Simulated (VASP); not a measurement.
# LiCl in VASP: a series of runs, part 2 of 3

VASP 6.6.1. Earlier steps stand in the parts before.

### Step 4. Single point, PBE (epitaxial 111 strain -1.9%)

The input, INCAR:

```
SYSTEM = LiCl
PREC = Accurate ; ENCUT = 520
EDIFF = 1E-7 ; ISMEAR = -1
SIGMA = 0.02 ; LREAL = .False.
LASPH = .True. ; NELM = 100
ALGO = Normal ; ISIF = 2
LWAVE = .False. ; LCHARG = .True.
GGA = PE ; LELF = .True.
LVHAR = .True. ; NBANDS = 12
```

The input, KPOINTS:

```
Automatic mesh
0
Gamma
  8 8 8
  0 0 0
```

The input, POSCAR:

```
LiCl
1.0
    0.0639531955      2.7437014098      2.7437014098
    2.7437014098      0.0639531955      2.7437014098
    2.7437014098      2.7437014098      0.0639531955
Li Cl
1 1
Direct
    0.0023726868      0.0023726868      0.0023726868
    0.2476273132      0.2476273132      0.2476273132
```

Potentials or basis: VASP PAW PBE potentials, release 64 (Li_sv, Cl).

Run with:

```
$ cat potpaw_PBE.64/Li_sv/POTCAR potpaw_PBE.64/Cl/POTCAR > POTCAR
$ mpirun -np 1 vasp_std > vasp.out
```

OUTCAR:

```text
SYSTEM = LiCl
   PREC = Accurate
   ENCUT = 520
   EDIFF = 1E-7
   ISMEAR = -1
   LREAL = .False.
   LASPH = .True.
   NELM = 100
   ISIF = 2
   GGA = PE

 ion  position               nearest neighbor table
   1  0.002  0.002  0.002-   2 2.35   2 2.35   2 2.35   2 2.36
   2  0.248  0.248  0.248-   1 2.35   1 2.35   1 2.35   1 2.36

  LATTYP: Found a trigonal (rhomboedric) cell.
 ALAT       =     3.8807067479
 COS(alpha) =     0.5231669726

  Lattice vectors:

 A1 = (   0.0639531955,   2.7437014098,   2.7437014098)
 A2 = (   2.7437014098,   0.0639531955,   2.7437014098)
 A3 = (   2.7437014098,   2.7437014098,   0.0639531955)

Analysis of symmetry for initial positions (statically):
=====================================================================
 Subroutine PRICEL returns:
 Original cell was already a primitive cell.

 Routine SETGRP: Setting up the symmetry group for a
 trigonal (rhombohedral) supercell.

 Subroutine GETGRP returns: Found  6 space group operations
 (whereof  6 operations were pure point group operations)
 out of a pool of 12 trial point group operations.

The static configuration has the point symmetry C_3v.

Analysis of symmetry for dynamics (positions and initial velocities):
=====================================================================
 Subroutine PRICEL returns:
 Original cell was already a primitive cell.

 Routine SETGRP: Setting up the symmetry group for a
 trigonal (rhombohedral) supercell.

 Subroutine GETGRP returns: Found  6 space group operations
 (whereof  6 operations were pure point group operations)
 out of a pool of 12 trial point group operations.

The dynamic configuration has the point symmetry C_3v.

 Subroutine INISYM returns: Found  6 space group operations
 (whereof  6 operations are pure point group operations),
 and found     1 'primitive' translations

----------------------------------------------------------------------------------------

                                     Primitive cell

  volume of cell :      39.8646

  direct lattice vectors                    reciprocal lattice vectors
     0.063953196  2.743701410  2.743701410    -0.188734202  0.184435185  0.184435185
     2.743701410  0.063953196  2.743701410     0.184435185 -0.188734202  0.184435185
     2.743701410  2.743701410  0.063953196     0.184435185  0.184435185 -0.188734202

  length of vectors
     3.880706748  3.880706748  3.880706748     0.321952286  0.321952286  0.321952286

  position of ions in fractional coordinates (direct lattice)
     0.002372687  0.002372687  0.002372687
     0.247627313  0.247627313  0.247627313

  ion indices of the primitive-cell ions
   primitive index   ion index
                 1           1
                 2           2

----------------------------------------------------------------------------------------

 KPOINTS: Automatic mesh

Automatic generation of k-mesh.
 Grid dimensions read from file:
 generate k-points for:    8    8    8

 Generating k-lattice:

  Cartesian coordinates                     Fractional coordinates (reciprocal lattice)
[... 40 lines left out ...]
  0.375000  0.125000  0.125000      6.000000
 [... further k-points ...]
   k-points           NKPTS =     65   k-points in BZ     NKDIM =     65   number of bands    NBANDS=     12
   number of dos      NEDOS =    301   number of ions     NIONS =      2
   total plane-waves  NPLWV =  27000
   dimension x,y,z NGX =    30 NGY =   30 NGZ =   30
   dimension x,y,z NGXF=    60 NGYF=   60 NGZF=   60
   ions per type =               1   1
   NGX,Y,Z   is equivalent  to a cutoff of  12.85, 12.85, 12.85 a.u.
   NGXF,Y,Z  is equivalent  to a cutoff of  25.70, 25.70, 25.70 a.u.
 SYSTEM =  LiCl
   PREC   = accura    normal or accurate (medium, high low for compatibility)
   ISTART =      0    job   : 0-new  1-cont  2-samecut
   ICHARG =      2    charge: 1-file 2-atom 10-const
   ISPIN  =      1    spin polarized calculation?
   LNONCOLLINEAR =      F non collinear calculations
   LSORBIT =      F    spin-orbit coupling
   LASPH  =      T    aspherical Exc in radial PAW
   ENCUT  =  520.0 eV  38.22 Ry    6.18 a.u.   7.22  7.22  7.22*2*pi/ulx,y,z
   NELM   =    100;   NELMIN=  2; NELMDL= -5     # of ELM steps
   EDIFF  = 0.1E-06   stopping-criterion for ELM
   LREAL  =      F    real-space projection
   EDIFFG = 0.1E-05   stopping-criterion for IOM
   NSW    =      0    number of steps for IOM
   IBRION =     -1    ionic relax: 0-MD 1-quasi-New 2-CG
   NFREE  =      0    steps in history (QN), initial steepest desc. (CG)
   ISIF   =      2    stress and relaxation
   ISYM   =      2    0-nonsym 1-usesym 2-fastsym
   POTIM  = 0.5000    time-step for ionic-motion
   TEBEG  =    0.0;   TEEND  =   0.0 temperature during run
   PSTRESS=    0.0 pullay stress
   NELECT =      10.0000    total number of electrons
   NUPDOWN=      -1.0000    fix difference up-down
   EMIN   =  10.00;   EMAX   =-10.00  energy-range for DOS
   EFERMI =   0.00;   METHOD = LEGACY
   ISMEAR =    -1;   SIGMA  =   0.02  broadening in eV -4-tet -1-fermi 0-gaus
   EFERMI_NEDOS =   21; number of points for ismear=-14 and -15
   IALGO  =     38    algorithm
   IMIX   =      4    mixing-type and parameters
     AMIX     =   0.40;   BMIX     =  1.00
     AMIX_MAG =   1.60;   BMIX_MAG =  1.00
  volume/ion in A,a.u.               =      19.93       134.51
  Fermi-wavevector in a.u.,A,eV,Ry     =   1.032474  1.951093 14.503847  1.066003
  Thomas-Fermi vector in A             =   2.166673
   LORBIT       =      0    0 simple, 1 ext, 2 COOP (PROOUT), +10 PAW based schemes
   GGA     = PE    functional components
   LHFCALC =     F    Hartree Fock is set to
   AEXX    =    0.0000 exact exchange contribution
   IVDW    =     0    specifies the selected vdW correction
   LEPSILON=     F    determine dielectric tensor
   LRPA    =     F    only Hartree local field effects (RPA)
 non-spin polarized calculation
  energy-cutoff  :      520.00
  volume of cell :       39.86
 maximum number of plane-waves:      1088
 NGX is ok and might be reduce to    30
   NGX = 15   NGY = 15   NGZ = 15

 number of electron      10.0000000 magnetization

 number of electron       9.9999996 magnetization

 Free energy of the ion-electron system (eV)
  ---------------------------------------------------
  ext. energy  EPLUGINS =         0.00000000
  ---------------------------------------------------
  free energy    TOTEN  =        -7.41600299 eV

  energy without entropy =       -7.41600299  energy(sigma->0) =       -7.41600299

 E-fermi :  -0.5618     XC(G=0):  -7.8246

 val. band max:       -0.9411326062   @ k =   0.0000   0.0000   0.0000
 cond. band min:       5.1328526424   @ k =   0.0000   0.0000   0.0000
 fundamental gap:      6.0739852486
 Fermi energy:        -0.5617867899

 k-point     1 :       0.0000    0.0000    0.0000
  band No.  band energies     occupation
      1     -43.7904      2.00000
      2     -13.7858      2.00000
      3      -1.1010      2.00000
      4      -0.9411      2.00000
      5      -0.9411      2.00000
      6       5.1329      0.00000
      7       8.9511      0.00000
      8       9.3573      0.00000
      9       9.3573      0.00000
     10      13.6158      0.00000
     11      13.6158      0.00000
     12      16.8183      0.00000
[... 331 lines left out ...]
 k-point    24 :       0.3750    0.1250    0.1250
  band No.  band energies     occupation
      1     -43.7891      2.00000
      2     -13.5680      2.00000
      3      -2.3956      2.00000
      4      -1.5417      2.00000
      5      -1.1294      2.00000
      6       6.9922      0.00000
      7       9.1577      0.00000
      8       9.8841      0.00000
      9       9.8906      0.00000
     10      12.4050      0.00000
     11      14.0416      0.00000
     12      15.9407      0.00000

 [... further k-points ...]

------------------------ aborting loop because EDIFF is reached ----------------------------------------

  FORCE on cell =-STRESS in cart. coord.  units (eV):
  Direction    XX          YY          ZZ          XY          YZ          ZX
  --------------------------------------------------------------------------------------
  -------------------------------------------------------------------------------------
  Total        0.3182938      0.3182938      0.3182938     -0.0812598     -0.0812598     -0.0812598
  in kB       12.7923919     12.7923919     12.7923919     -3.2658728     -3.2658728     -3.2658728
  external PRESSURE =      12.7923919 kB  Pullay stress =       0.0000000 kB

 VOLUME and BASIS-vectors are now :
 -----------------------------------------------------------------------------
  energy-cutoff  :      520.00
  volume of cell :       39.86
      direct lattice vectors                 reciprocal lattice vectors
     0.063953196  2.743701410  2.743701410    -0.188734202  0.184435185  0.184435185
     2.743701410  0.063953196  2.743701410     0.184435185 -0.188734202  0.184435185
     2.743701410  2.743701410  0.063953196     0.184435185  0.184435185 -0.188734202

 POSITION                                       TOTAL-FORCE (eV/Angst)
 -----------------------------------------------------------------------------------
      0.01317      0.01317      0.01317        -0.002858     -0.002858     -0.002858
      1.37467      1.37467      1.37467         0.002858      0.002858      0.002858
 -----------------------------------------------------------------------------------
    total drift:                                0.000127      0.000127      0.000127

  FREE ENERGIE OF THE ION-ELECTRON SYSTEM (eV)
  ---------------------------------------------------
  free  energy   TOTEN  =        -7.4160029917 eV

  energy  without entropy=       -7.4160029917  energy(sigma->0) =       -7.41600299
```

OSZICAR:

```text
N       E                     dE             d eps       ncg     rms          rms(c)
DAV:   1     0.442400016501E+02    0.44240E+02   -0.38659E+03  1560   0.753E+02
DAV:   2    -0.435061484229E+01   -0.48591E+02   -0.46639E+02  1904   0.143E+02
DAV:   3    -0.741442940500E+01   -0.30638E+01   -0.30522E+01  2100   0.376E+01
DAV:   4    -0.752724835179E+01   -0.11282E+00   -0.11278E+00  2360   0.717E+00
DAV:   5    -0.752822714705E+01   -0.97880E-03   -0.97878E-03  2084   0.685E-01    0.232E+00
DAV:   6    -0.740226030749E+01    0.12597E+00   -0.27413E-01  1800   0.225E+00    0.173E+00
DAV:   7    -0.740460275326E+01   -0.23424E-02   -0.79032E-02  1912   0.135E+00    0.103E+00
DAV:   8    -0.741557405687E+01   -0.10971E-01   -0.14168E-02  1800   0.727E-01    0.199E-01
DAV:   9    -0.741561224164E+01   -0.38185E-04   -0.24213E-04  2176   0.106E-01    0.101E-01
DAV:  10    -0.741600289333E+01   -0.39065E-03   -0.61095E-04  1860   0.136E-01    0.451E-02
DAV:  11    -0.741600045396E+01    0.24394E-05   -0.14956E-05  2164   0.241E-02    0.740E-03
DAV:  12    -0.741600244919E+01   -0.19952E-05   -0.18527E-06  1932   0.879E-03    0.115E-03
DAV:  13    -0.741600296927E+01   -0.52008E-06   -0.59298E-07  2000   0.446E-03    0.462E-04
DAV:  14    -0.741600299169E+01   -0.22415E-07   -0.26900E-08  1904   0.112E-03
   1 F= -.74160030E+01 E0= -.74160030E+01  d E =-.299620E-10
```

It took 30 s on 1 thread of Intel Xeon Platinum 8259CL at 2.50GHz (Skylake/Cascade Lake), shared host; peak memory 0.17 GiB.

What came out:

```yaml
Free_energy: -7.4160 eV
Largest_force: 0.005 eV/Å
Band_gap_on_the_k_mesh: 6.07 eV
```

Forces in eV/Å, atoms in the order of the input:
```
Li  -0.003 -0.003 -0.003
Cl   0.003  0.003  0.003
```

Caveat: the cell differs from its parent crystal (epitaxial 111 strain -1.9%); the cutoff is under 1.25 times the usual one of these potentials, so pressure, stress and relaxed cells hold a basis-set (Pulay) error; the structure was generated, so it needn't be the stable form of LiCl.

(Continued in part 3 of 3.)
